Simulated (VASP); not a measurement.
# Cu (P6_3/mmc) in VASP: vibrations by perturbation theory with PBE

Aim: the vibrations by perturbation theory of Cu with PBE.

All numbers are computed with VASP 6.6.1; they aren't measurements. Logs are shortened: lines on timing, memory, paths and dates and some standing lists are left out, and cuts for length are marked.

## 1. The cell of the first run

The structure is hexagonal, space group P6_3/mmc (No. 194). Conventional cell: a = 2.567 Å, b = 2.567 Å, c = 4.192 Å, α = 90.00°, β = 90.00°, γ = 120.00°. Cu (site symmetry -6m2) has 12 Cu at 2.57 Å within 3.4 Å.

This isn't the form of Cu at room conditions, which is fcc.

## 2. Vibrations by perturbation theory, PBE

INCAR reads:

```
PREC = Accurate
ENCUT = 520
EDIFF = 1E-8
ISMEAR = 0
SIGMA = 0.15
LREAL = False
LASPH = True
NELM = 100
ALGO = Normal
ISIF = 2
LWAVE = False
LCHARG = False
GGA = PE
NBANDS = 18
IBRION = 8
NSW = 1
```

KPOINTS reads:

```
Automatic mesh
0
Gamma
  21 21 10
```

POSCAR reads:

```
Cu
1.0
    2.5672412656      0.0000000000      0.0000000000
   -1.2836206328      2.2232961536      0.0000000000
    0.0000000000      0.0000000000      4.1920560930
Cu
2
Direct
    0.3333333333      0.6666666667      0.2500000000
    0.6666666667      0.3333333333      0.7500000000
```

Potentials or basis: VASP PAW PBE potentials, release 64 (Cu).

The run is started by

```console
> cat potpaw_PBE.64/Cu/POTCAR > POTCAR
> mpirun -np 1 vasp_std > vasp.out
```

OUTCAR:

```text
PREC = Accurate
   ENCUT = 520
   EDIFF = 1E-8
   ISMEAR = 0
   LREAL = False
   LASPH = True
   NELM = 100
   ISIF = 2
   GGA = PE
   IBRION = 8
   NSW = 1

 ion  position               nearest neighbor table
   1  0.333  0.667  0.250-   2 2.57   2 2.57   2 2.57   2 2.57   2 2.57   2 2.57
   2  0.667  0.333  0.750-   1 2.57   1 2.57   1 2.57   1 2.57   1 2.57   1 2.57

  LATTYP: Found a hexagonal cell.
 ALAT       =     2.5672412656
 C/A-ratio  =     1.6329030501

  Lattice vectors:

 A1 = (   2.5672412656,   0.0000000000,   0.0000000000)
 A2 = (  -1.2836206328,   2.2232961536,   0.0000000000)
 A3 = (   0.0000000000,   0.0000000000,   4.1920560930)

Analysis of symmetry for initial positions (statically):
=====================================================================
 Subroutine PRICEL returns:
 Original cell was already a primitive cell.

 Routine SETGRP: Setting up the symmetry group for a
 hexagonal supercell.

 Subroutine GETGRP returns: Found 24 space group operations
 (whereof 12 operations were pure point group operations)
 out of a pool of 24 trial point group operations.

The static configuration has the point symmetry D_3d.
 The point group associated with its full space group is D_6h.

Analysis of symmetry for dynamics (positions and initial velocities):
=====================================================================
 Subroutine PRICEL returns:
 Original cell was already a primitive cell.

 Routine SETGRP: Setting up the symmetry group for a
 hexagonal supercell.

 Subroutine GETGRP returns: Found 24 space group operations
 (whereof 12 operations were pure point group operations)
 out of a pool of 24 trial point group operations.

The dynamic configuration has the point symmetry D_3d.
 The point group associated with its full space group is D_6h.

 Subroutine INISYM returns: Found 24 space group operations
 (whereof 12 operations are pure point group operations),
 and found     1 'primitive' translations

----------------------------------------------------------------------------------------

                                     Primitive cell

  volume of cell :      23.9272

  direct lattice vectors                    reciprocal lattice vectors
     2.567241266  0.000000000  0.000000000     0.389523187  0.224891317  0.000000000
    -1.283620633  2.223296154  0.000000000     0.000000000  0.449782634  0.000000000
     0.000000000  0.000000000  4.192056093     0.000000000  0.000000000  0.238546426

  length of vectors
     2.567241266  2.567241266  4.192056093     0.449782634  0.449782634  0.238546426

  position of ions in fractional coordinates (direct lattice)
     0.333333333  0.666666667  0.250000000
     0.666666667  0.333333333  0.750000000

  ion indices of the primitive-cell ions
   primitive index   ion index
                 1           1
                 2           2

----------------------------------------------------------------------------------------

 KPOINTS: Automatic mesh

Automatic generation of k-mesh.
 Grid dimensions read from file:
 generate k-points for:   21   21   10

 Generating k-lattice:

  Cartesian coordinates                     Fractional coordinates (reciprocal lattice)
     0.018548723  0.010709110  0.000000000     0.047619048  0.000000000  0.000000000
     0.000000000  0.021418221  0.000000000     0.000000000  0.047619048  0.000000000
     0.000000000  0.000000000  0.023854643     0.000000000  0.000000000  0.100000000

  Length of vectors
     0.021418221  0.021418221  0.023854643

  Shift w.r.t. Gamma in fractional coordinates (k-lattice)
     0.000000000  0.000000000  0.000000000

 Subroutine IBZKPT returns following result:
 ===========================================

 Found    288 irreducible k-points:

 Following reciprocal coordinates:
            Coordinates               Weight
  0.000000  0.000000  0.000000      1.000000
  0.047619  0.000000  0.000000      6.000000
  0.095238  0.000000  0.000000      6.000000
  0.142857  0.000000  0.000000      6.000000
  0.190476  0.000000  0.000000      6.000000
  0.238095  0.000000  0.000000      6.000000
[... 16 lines left out ...]
  0.142857  0.095238  0.000000     12.000000
  0.190476  0.095238  0.000000     12.000000
 [... further k-points ...]
   k-points           NKPTS =    288   k-points in BZ     NKDIM =    288   number of bands    NBANDS=     18
   number of dos      NEDOS =    301   number of ions     NIONS =      2
   total plane-waves  NPLWV =  12800
   dimension x,y,z NGX =    20 NGY =   20 NGZ =   32
   dimension x,y,z NGXF=    40 NGYF=   40 NGZF=   64
   ions per type =               2
   NGX,Y,Z   is equivalent  to a cutoff of  12.95, 12.95, 12.69 a.u.
   NGXF,Y,Z  is equivalent  to a cutoff of  25.90, 25.90, 25.38 a.u.
 SYSTEM =  unknown system
   PREC   = accura    normal or accurate (medium, high low for compatibility)
   ISTART =      0    job   : 0-new  1-cont  2-samecut
   ICHARG =      2    charge: 1-file 2-atom 10-const
   ISPIN  =      1    spin polarized calculation?
   LNONCOLLINEAR =      F non collinear calculations
   LSORBIT =      F    spin-orbit coupling
   LASPH  =      T    aspherical Exc in radial PAW
   ENCUT  =  520.0 eV  38.22 Ry    6.18 a.u.   4.77  4.77  7.79*2*pi/ulx,y,z
   NELM   =    100;   NELMIN=  2; NELMDL= -5     # of ELM steps
   EDIFF  = 0.1E-07   stopping-criterion for ELM
   LREAL  =      F    real-space projection
   EDIFFG = 0.1E-06   stopping-criterion for IOM
   NSW    =      1    number of steps for IOM
   IBRION =      8    ionic relax: 0-MD 1-quasi-New 2-CG
   NFREE  =      0    steps in history (QN), initial steepest desc. (CG)
   ISIF   =      2    stress and relaxation
   ISYM   =      2    0-nonsym 1-usesym 2-fastsym
   POTIM  = 0.5000    time-step for ionic-motion
   TEBEG  =    0.0;   TEEND  =   0.0 temperature during run
   PSTRESS=    0.0 pullay stress
   NELECT =      22.0000    total number of electrons
   NUPDOWN=      -1.0000    fix difference up-down
   EMIN   =  10.00;   EMAX   =-10.00  energy-range for DOS
   EFERMI =   0.00;   METHOD = LEGACY
   ISMEAR =     0;   SIGMA  =   0.15  broadening in eV -4-tet -1-fermi 0-gaus
   EFERMI_NEDOS =   21; number of points for ismear=-14 and -15
   IALGO  =     38    algorithm
   IMIX   =      4    mixing-type and parameters
     AMIX     =   0.40;   BMIX     =  1.00
     AMIX_MAG =   1.60;   BMIX_MAG =  1.00
  volume/ion in A,a.u.               =      11.96        80.73
  Fermi-wavevector in a.u.,A,eV,Ry     =   1.591911  3.008275 34.479607  2.534180
  Thomas-Fermi vector in A             =   2.690378
   LORBIT       =      0    0 simple, 1 ext, 2 COOP (PROOUT), +10 PAW based schemes
   GGA     = PE    functional components
   LHFCALC =     F    Hartree Fock is set to
   AEXX    =    0.0000 exact exchange contribution
   IVDW    =     0    specifies the selected vdW correction
   LEPSILON=     F    determine dielectric tensor
   LRPA    =     F    only Hartree local field effects (RPA)
 non-spin polarized calculation
 Gauss-broadening in eV      SIGMA  =   0.15
  energy-cutoff  :      520.00
  volume of cell :       23.93
 maximum number of plane-waves:       664
 NGX is ok and might be reduce to    20
   NGX =  9   NGY =  9   NGZ = 15

--------------------------------------- Ionic step        1  -------------------------------------------

 number of electron      22.0000007 magnetization

 Free energy of the ion-electron system (eV)
  ---------------------------------------------------
  ext. energy  EPLUGINS =         0.00000000
  ---------------------------------------------------
  free energy    TOTEN  =        -7.44335572 eV

  energy without entropy =       -7.43643954  energy(sigma->0) =       -7.43989763

 E-fermi :   7.4365     XC(G=0): -12.6509

 val. band max:        7.3955325550   @ k =   0.1905   0.0000   0.2000
 cond. band min:       7.4428348943   @ k =   0.2857   0.2381   0.0000
 fundamental gap:      0.0473023393
 Fermi energy:         7.4365309934

 k-point     1 :       0.0000    0.0000    0.0000
  band No.  band energies     occupation
      1      -1.8269      2.00000
      2       2.4192      2.00000
      3       4.4355      2.00000
      4       4.4911      2.00000
      5       4.4911      2.00000
      6       4.6937      2.00000
[... 481 lines left out ...]
      5       4.4702      2.00000
      6       4.5625      2.00000
[... 10 lines left out ...]
     17      26.8583      0.00000
     18      28.5074      0.00000

 [... further k-points ...]

------------------------ aborting loop because EDIFF is reached ----------------------------------------

  FORCE on cell =-STRESS in cart. coord.  units (eV):
  Direction    XX          YY          ZZ          XY          YZ          ZX
  --------------------------------------------------------------------------------------
  -------------------------------------------------------------------------------------
  Total        0.0140550      0.0140550      0.2347982      0.0000000     -0.0000000      0.0000000
  in kB        0.9411291      0.9411291     15.7222355      0.0000000     -0.0000000      0.0000000
  external PRESSURE =       5.8681646 kB  Pullay stress =       0.0000000 kB

 VOLUME and BASIS-vectors are now :
 -----------------------------------------------------------------------------
  energy-cutoff  :      520.00
  volume of cell :       23.93
      direct lattice vectors                 reciprocal lattice vectors
     2.567241266  0.000000000  0.000000000     0.389523187  0.224891317  0.000000000
    -1.283620633  2.223296154  0.000000000     0.000000000  0.449782634  0.000000000
     0.000000000  0.000000000  4.192056093     0.000000000  0.000000000  0.238546426

 POSITION                                       TOTAL-FORCE (eV/Angst)
 -----------------------------------------------------------------------------------
     -0.00000      1.48220      1.04801        -0.000000      0.000000      0.000000
      1.28362      0.74110      3.14404         0.000000      0.000000     -0.000000
 -----------------------------------------------------------------------------------
    total drift:                               -0.000000      0.000000     -0.000000

  FREE ENERGIE OF THE ION-ELECTRON SYSTEM (eV)
  ---------------------------------------------------
  free  energy   TOTEN  =        -7.4433557211 eV

  energy  without entropy=       -7.4364395376  energy(sigma->0) =       -7.43989763

[... ionic steps 2 to 3 ...]

--------------------------------------- Ionic step        4  -------------------------------------------

------------------------ aborting loop because EDIFF is reached ----------------------------------------

[... ionic steps 5 to 5 ...]

--------------------------------------- Ionic step        6  -------------------------------------------

 Free energy of the ion-electron system (eV)
  ---------------------------------------------------
  ---------------------------------------------------
  free energy    TOTEN  =        -0.25023394 eV

  energy without entropy =       -0.25023394

------------------------ aborting loop because EDIFF is reached ----------------------------------------

 INTERNAL STRAIN TENSOR  FOR ION    1  DIRECTION 3   (eV/Angst):
 -----------------------------------------------------------------------------
     0.00064  0.00000  0.00000
     0.00000  0.00064 -0.00000
     0.00000 -0.00000  0.01052

 INTERNAL STRAIN TENSOR FOR ION    2 for displacements in x,y,z  (eV/Angst):
          X           Y           Z          XY          YZ          ZX
  --------------------------------------------------------------------------------
  x     0.00000     0.00000     0.00000     1.28603     0.00000     0.00000
  y     1.28603    -1.28603    -0.00000     0.00000     0.00000     0.00000
  z     0.00000     0.00000    -0.00000     0.00000     0.00000     0.00000

 SECOND DERIVATIVES (NOT SYMMETRIZED)
 ------------------------------------
               1X          1Y          1Z          2X          2Y          2Z
  1X    -1.282880    0.000000    0.000000    1.282880    0.000000    0.000000
  1Y     0.000000   -1.282880    0.000000   -0.000000    1.282880    0.000000
  1Z    -0.000000    0.000000   -7.022554    0.000000    0.000000    7.022554
  2X     1.282880    0.000000    0.000000   -1.282880    0.000000    0.000000
  2Y    -0.000000    1.282880    0.000000    0.000000   -1.282880    0.000000
  2Z     0.000000    0.000000    7.022554   -0.000000    0.000000   -7.022554

 Eigenvectors and eigenvalues of the dynamical matrix
 ----------------------------------------------------

   1 f  =    7.349692 THz    46.179477 2PiTHz  245.159340 cm-1    30.395871 meV
             X         Y         Z           dx          dy          dz
     -0.000000  1.482197  1.048014    -0.000000    0.000000   -0.707107
      1.283621  0.741099  3.144042     0.000000    0.000000    0.707107
[... 16 lines left out ...]
   5 f  =    0.000000 THz     0.000000 2PiTHz    0.000000 cm-1     0.000000 meV
             X         Y         Z           dx          dy          dz
     -0.000000  1.482197  1.048014     0.000000    0.000000    0.707107
      1.283621  0.741099  3.144042    -0.000000    0.000000    0.707107

   6 f/i=    0.000000 THz     0.000000 2PiTHz    0.000001 cm-1     0.000000 meV
             X         Y         Z           dx          dy          dz
     -0.000000  1.482197  1.048014     0.016658   -0.706911   -0.000000
      1.283621  0.741099  3.144042     0.016658   -0.706911    0.000000

--------------------------------------------------------------------------------------------------------

 ELASTIC MODULI CONTR FROM IONIC RELAXATION (kBar)
 Direction    XX          YY          ZZ          XY          YZ          ZX
 --------------------------------------------------------------------------------
 XX         -86.3252     86.3252      0.0000      0.0000      0.0000      0.0000
 YY          86.3252    -86.3252     -0.0000     -0.0000      0.0000      0.0000
 ZZ           0.0000     -0.0000     -0.0000     -0.0000      0.0000      0.0000
 XY           0.0000     -0.0000     -0.0000    -86.3252      0.0000      0.0000
 YZ           0.0000      0.0000      0.0000      0.0000      0.0000      0.0000
 ZX           0.0000      0.0000      0.0000      0.0000      0.0000      0.0000
 --------------------------------------------------------------------------------
```

It took 7 min on 1 thread of Intel Xeon 6975P-C (Granite Rapids), shared host; peak memory 1.1 GiB.

Results:

| Property | Result |
| --- | --- |
| Highest phonon frequency at Γ | 245 cm⁻¹ |

Phonon frequencies in cm⁻¹ (negative: imaginary):
```tsv
q point	frequencies
(0.000, 0.000, 0.000)	0 0 0 105 105 245
```
